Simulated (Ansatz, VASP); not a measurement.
Two plane-wave programs on InAs

```
CELL_PARAMETERS angstrom
0.00000 3.02900 3.02900
3.02900 0.00000 3.02900
3.02900 3.02900 0.00000
ATOMIC_POSITIONS crystal
In 0.00000 0.00000 0.00000
As 0.25000 0.25000 0.25000
```

Alike in both runs: functional PBE; k mesh 13 × 13 × 13; occupations fermi-dirac, width 0.05 eV; no spin polarisation.

Ansatz relaxed the structure, and its values are those at the end. VASP's run is a single point on that final structure, the one shown.

```csv
,VASP,Ansatz
version,VASP 6.6.1,Ansatz 0.2.0
potentials or method,"VASP PAW PBE potentials, release 64 (In_d, As)","plane-wave PAW, scalar-relativistic"
plane-wave cutoff (eV),520,420
valence electrons in the cell,18,28
```

VASP gave:

```
pressure (GPa) : 3.6
```

Problem. Estimate Ansatz's values.

Solution. Pressure (GPa): 3.5.

With one functional, cell and mesh, what is left measures potentials, basis and numerics. VASP's potentials hold 18 valence electrons a cell and Ansatz's 28, so a difference there can come from the potentials and not from the codes. Ansatz's warnings: stress scf threshold loose.
